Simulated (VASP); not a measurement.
# PbS (Fm-3m) in VASP: notebook

The runs below take PbS through single point, with PBE.

All numbers are computed with VASP 6.6.1; they aren't measurements. Logs are shortened: lines on timing, memory, paths and dates and some standing lists are left out, and cuts for length are marked.

### Step 1. The cell of the first run

The structure is cubic, space group Fm-3m (No. 225). Conventional cell: a = 6.034 Å, b = 6.034 Å, c = 6.034 Å, α = 90.00°, β = 90.00°, γ = 90.00°. Pb (site symmetry m-3m) has 6 S at 3.02 Å within 4.0 Å. Within 4.0 Å of S (site symmetry m-3m) lie 6 Pb at 3.02 Å.

### Step 2. Single point, PBE (strain +1.0%)

Input file INCAR:

```
SYSTEM = PbS
  PREC = Accurate
  ENCUT = 520
  EDIFF = 1E-7
  ISMEAR = -1
  SIGMA = 0.02
  LREAL = .FALSE.
  LASPH = .TRUE.
  NELM = 100
  ALGO = Normal
  ISIF = 2
  LWAVE = .FALSE.
  LCHARG = .TRUE.
  GGA = PE
  LELF = .TRUE.
  LVHAR = .TRUE.
  NBANDS = 17
```

Input file KPOINTS:

```
regular mesh
0
G
  8 8 8
  0 0 0
```

Input file POSCAR:

```
PbS
1.0
    0.0000000000      3.0171050030      3.0171050030
    3.0171050030      0.0000000000      3.0171050030
    3.0171050030      3.0171050030      0.0000000000
Pb S
1 1
Direct
    0.0000000000      0.0000000000      0.0000000000
    0.5000000000      0.5000000000      0.5000000000
```

Potentials or basis: VASP PAW PBE potentials, release 64 (Pb_d, S).

Launch:

```
$ cat potpaw_PBE.64/Pb_d/POTCAR potpaw_PBE.64/S/POTCAR > POTCAR
$ mpirun -np 1 vasp_std > vasp.out
```

OUTCAR:

```text
SYSTEM = PbS
   PREC = Accurate
   ENCUT = 520
   EDIFF = 1E-7
   ISMEAR = -1
   LREAL = .FALSE.
   LASPH = .TRUE.
   NELM = 100
   ISIF = 2
   GGA = PE

 ion  position               nearest neighbor table
   1  0.000  0.000  0.000-   2 3.02   2 3.02   2 3.02   2 3.02   2 3.02   2 3.02
   2  0.500  0.500  0.500-   1 3.02   1 3.02   1 3.02   1 3.02   1 3.02   1 3.02

  LATTYP: Found a face centered cubic cell.
 ALAT       =     6.0342100060

  Lattice vectors:

 A1 = (   0.0000000000,   3.0171050030,   3.0171050030)
 A2 = (   3.0171050030,   0.0000000000,   3.0171050030)
 A3 = (   3.0171050030,   3.0171050030,   0.0000000000)

Analysis of symmetry for initial positions (statically):
=====================================================================
 Subroutine PRICEL returns:
 Original cell was already a primitive cell.

 Routine SETGRP: Setting up the symmetry group for a
 face centered cubic supercell.

 Subroutine GETGRP returns: Found 48 space group operations
 (whereof 48 operations were pure point group operations)
 out of a pool of 48 trial point group operations.

The static configuration has the point symmetry O_h .

Analysis of symmetry for dynamics (positions and initial velocities):
=====================================================================
 Subroutine PRICEL returns:
 Original cell was already a primitive cell.

 Routine SETGRP: Setting up the symmetry group for a
 face centered cubic supercell.

 Subroutine GETGRP returns: Found 48 space group operations
 (whereof 48 operations were pure point group operations)
 out of a pool of 48 trial point group operations.

The dynamic configuration has the point symmetry O_h .

 Subroutine INISYM returns: Found 48 space group operations
 (whereof 48 operations are pure point group operations),
 and found     1 'primitive' translations

----------------------------------------------------------------------------------------

                                     Primitive cell

  volume of cell :      54.9289

  direct lattice vectors                    reciprocal lattice vectors
     0.000000000  3.017105003  3.017105003    -0.165721776  0.165721776  0.165721776
     3.017105003  0.000000000  3.017105003     0.165721776 -0.165721776  0.165721776
     3.017105003  3.017105003  0.000000000     0.165721776  0.165721776 -0.165721776

  length of vectors
     4.266830814  4.266830814  4.266830814     0.287038536  0.287038536  0.287038536

  position of ions in fractional coordinates (direct lattice)
     0.000000000  0.000000000  0.000000000
     0.500000000  0.500000000  0.500000000

  ion indices of the primitive-cell ions
   primitive index   ion index
                 1           1
                 2           2

----------------------------------------------------------------------------------------

 KPOINTS: regular mesh

Automatic generation of k-mesh.
 Grid dimensions read from file:
 generate k-points for:    8    8    8

 Generating k-lattice:

  Cartesian coordinates                     Fractional coordinates (reciprocal lattice)
    -0.020715222  0.020715222  0.020715222     0.125000000  0.000000000  0.000000000
     0.020715222 -0.020715222  0.020715222     0.000000000  0.125000000  0.000000000
     0.020715222  0.020715222 -0.020715222     0.000000000  0.000000000  0.125000000

  Length of vectors
     0.035879817  0.035879817  0.035879817

  Shift w.r.t. Gamma in fractional coordinates (k-lattice)
     0.000000000  0.000000000  0.000000000

 Subroutine IBZKPT returns following result:
 ===========================================

 Found     29 irreducible k-points:

 Following reciprocal coordinates:
            Coordinates               Weight
  0.000000  0.000000  0.000000      1.000000
  0.125000  0.000000  0.000000      8.000000
  0.250000  0.000000  0.000000      8.000000
  0.375000  0.000000  0.000000      8.000000
  0.500000  0.000000  0.000000      4.000000
  0.125000  0.125000  0.000000      6.000000
[... 16 lines left out ...]
  0.500000  0.250000  0.125000     48.000000
 -0.375000  0.250000  0.125000     24.000000
 [... further k-points ...]
   k-points           NKPTS =     29   k-points in BZ     NKDIM =     29   number of bands    NBANDS=     17
   number of dos      NEDOS =    301   number of ions     NIONS =      2
   total plane-waves  NPLWV =  32768
   dimension x,y,z NGX =    32 NGY =   32 NGZ =   32
   dimension x,y,z NGXF=    64 NGYF=   64 NGZF=   64
   ions per type =               1   1
   NGX,Y,Z   is equivalent  to a cutoff of  12.47, 12.47, 12.47 a.u.
   NGXF,Y,Z  is equivalent  to a cutoff of  24.94, 24.94, 24.94 a.u.
 SYSTEM =  PbS
   PREC   = accura    normal or accurate (medium, high low for compatibility)
   ISTART =      0    job   : 0-new  1-cont  2-samecut
   ICHARG =      2    charge: 1-file 2-atom 10-const
   ISPIN  =      1    spin polarized calculation?
   LNONCOLLINEAR =      F non collinear calculations
   LSORBIT =      F    spin-orbit coupling
   LASPH  =      T    aspherical Exc in radial PAW
   ENCUT  =  520.0 eV  38.22 Ry    6.18 a.u.   7.93  7.93  7.93*2*pi/ulx,y,z
   NELM   =    100;   NELMIN=  2; NELMDL= -5     # of ELM steps
   EDIFF  = 0.1E-06   stopping-criterion for ELM
   LREAL  =      F    real-space projection
   EDIFFG = 0.1E-05   stopping-criterion for IOM
   NSW    =      0    number of steps for IOM
   IBRION =     -1    ionic relax: 0-MD 1-quasi-New 2-CG
   NFREE  =      0    steps in history (QN), initial steepest desc. (CG)
   ISIF   =      2    stress and relaxation
   ISYM   =      2    0-nonsym 1-usesym 2-fastsym
   POTIM  = 0.5000    time-step for ionic-motion
   TEBEG  =    0.0;   TEEND  =   0.0 temperature during run
   PSTRESS=    0.0 pullay stress
   NELECT =      20.0000    total number of electrons
   NUPDOWN=      -1.0000    fix difference up-down
   EMIN   =  10.00;   EMAX   =-10.00  energy-range for DOS
   EFERMI =   0.00;   METHOD = LEGACY
   ISMEAR =    -1;   SIGMA  =   0.02  broadening in eV -4-tet -1-fermi 0-gaus
   EFERMI_NEDOS =   21; number of points for ismear=-14 and -15
   IALGO  =     38    algorithm
   IMIX   =      4    mixing-type and parameters
     AMIX     =   0.40;   BMIX     =  1.00
     AMIX_MAG =   1.60;   BMIX_MAG =  1.00
  volume/ion in A,a.u.               =      27.46       185.34
  Fermi-wavevector in a.u.,A,eV,Ry     =   1.169009  2.209106 18.593468  1.366581
  Thomas-Fermi vector in A             =   2.305487
   LORBIT       =      0    0 simple, 1 ext, 2 COOP (PROOUT), +10 PAW based schemes
   GGA     = PE    functional components
   LHFCALC =     F    Hartree Fock is set to
   AEXX    =    0.0000 exact exchange contribution
   IVDW    =     0    specifies the selected vdW correction
   LEPSILON=     F    determine dielectric tensor
   LRPA    =     F    only Hartree local field effects (RPA)
 non-spin polarized calculation
  energy-cutoff  :      520.00
  volume of cell :       54.93
 maximum number of plane-waves:      1494
   NGX = 15   NGY = 15   NGZ = 15

 number of electron      20.0000005 magnetization

 Free energy of the ion-electron system (eV)
  ---------------------------------------------------
  ext. energy  EPLUGINS =         0.00000000
  ---------------------------------------------------
  free energy    TOTEN  =        -8.76848564 eV

  energy without entropy =       -8.76848562  energy(sigma->0) =       -8.76848563

 E-fermi :   5.3816     XC(G=0):  -9.4423

 val. band max:        5.1117742525   @ k =   0.5000   0.0000   0.0000
 cond. band min:       5.6513354190   @ k =   0.5000   0.0000   0.0000
 fundamental gap:      0.5395611665
 Fermi energy:         5.3815531235

 k-point     1 :       0.0000    0.0000    0.0000
  band No.  band energies     occupation
      1     -11.5882      2.00000
      2     -11.5882      2.00000
      3     -11.5882      2.00000
      4     -11.5706      2.00000
      5     -11.5706      2.00000
      6      -7.9851      2.00000
[... 9 lines left out ...]
     16      12.0194      0.00000
     17      13.9618      0.00000

 k-point     2 :       0.1250    0.0000    0.0000
  band No.  band energies     occupation
      1     -11.5875      2.00000
      2     -11.5854      2.00000
      3     -11.5854      2.00000
      4     -11.5715      2.00000
      5     -11.5715      2.00000
      6      -7.8628      2.00000
[... 9 lines left out ...]
     16      12.3677      0.00000
     17      15.0120      0.00000

 k-point     3 :       0.2500    0.0000    0.0000
  band No.  band energies     occupation
      1     -11.5879      2.00000
      2     -11.5879      2.00000
      3     -11.5861      2.00000
      4     -11.5643      2.00000
      5     -11.5643      2.00000
      6      -7.5254      2.00000
[... 9 lines left out ...]
     16      13.1984      0.00000
     17      16.8154      0.00000

 k-point     4 :       0.3750    0.0000    0.0000
  band No.  band energies     occupation
      1     -11.5953      2.00000
      2     -11.5953      2.00000
      3     -11.5849      2.00000
      4     -11.5522      2.00000
      5     -11.5522      2.00000
      6      -7.0944      2.00000
[... 9 lines left out ...]
     16      14.4050      0.00000
     17      16.7453      0.00000
[... 343 lines left out ...]
      1     -11.6075      2.00000
      2     -11.5909      2.00000
      3     -11.5770      2.00000
      4     -11.5645      2.00000
      5     -11.5550      2.00000
      6      -7.2415      2.00000
[... 9 lines left out ...]
     16      14.9669      0.00000
     17      15.3164      0.00000

 k-point    23 :       0.5000    0.2500    0.1250
  band No.  band energies     occupation
      1     -11.6192      2.00000
      2     -11.5851      2.00000
      3     -11.5795      2.00000
      4     -11.5597      2.00000
      5     -11.5502      2.00000
      6      -6.8655      2.00000
[... 9 lines left out ...]
     16      15.4058      0.00000
     17      16.3618      0.00000

 k-point    24 :      -0.3750    0.2500    0.1250
  band No.  band energies     occupation
      1     -11.6236      2.00000
      2     -11.5857      2.00000
      3     -11.5734      2.00000
      4     -11.5637      2.00000
      5     -11.5467      2.00000
      6      -6.6791      2.00000
[... 9 lines left out ...]
     16      16.0888      0.00000
     17      16.2674      0.00000

 [... further k-points ...]

------------------------ aborting loop because EDIFF is reached ----------------------------------------

  FORCE on cell =-STRESS in cart. coord.  units (eV):
  Direction    XX          YY          ZZ          XY          YZ          ZX
  --------------------------------------------------------------------------------------
  -------------------------------------------------------------------------------------
  Total       -0.2472425     -0.2472425     -0.2472425     -0.0000000      0.0000000      0.0000000
  in kB       -7.2116137     -7.2116137     -7.2116137     -0.0000000      0.0000000      0.0000000
  external PRESSURE =      -7.2116137 kB  Pullay stress =       0.0000000 kB

 VOLUME and BASIS-vectors are now :
 -----------------------------------------------------------------------------
  energy-cutoff  :      520.00
  volume of cell :       54.93
      direct lattice vectors                 reciprocal lattice vectors
     0.000000000  3.017105003  3.017105003    -0.165721776  0.165721776  0.165721776
     3.017105003  0.000000000  3.017105003     0.165721776 -0.165721776  0.165721776
     3.017105003  3.017105003  0.000000000     0.165721776  0.165721776 -0.165721776

 POSITION                                       TOTAL-FORCE (eV/Angst)
 -----------------------------------------------------------------------------------
      0.00000      0.00000      0.00000         0.000000      0.000000     -0.000000
      3.01711      3.01711      3.01711        -0.000000     -0.000000      0.000000
 -----------------------------------------------------------------------------------
    total drift:                                0.000000     -0.000000     -0.000000

  FREE ENERGIE OF THE ION-ELECTRON SYSTEM (eV)
  ---------------------------------------------------
  free  energy   TOTEN  =        -8.7684856372 eV

  energy  without entropy=       -8.7684856246  energy(sigma->0) =       -8.76848563
```

Run time: 26 s. Hardware: 1 thread of Intel Xeon 8259CL, shared host; peak memory 0.18 GiB.

What came out:

```yaml
Free_energy: -8.7685 eV
Pressure: -0.7 GPa
Band_gap_on_the_k_mesh: 0.54 eV, direct
```

Caveat: the cell differs from its parent crystal (strain +1.0%); spin-orbit coupling is left out, which moves the levels of the heavy elements. A k mesh can miss the band edges.

[end of part 1 of 2]
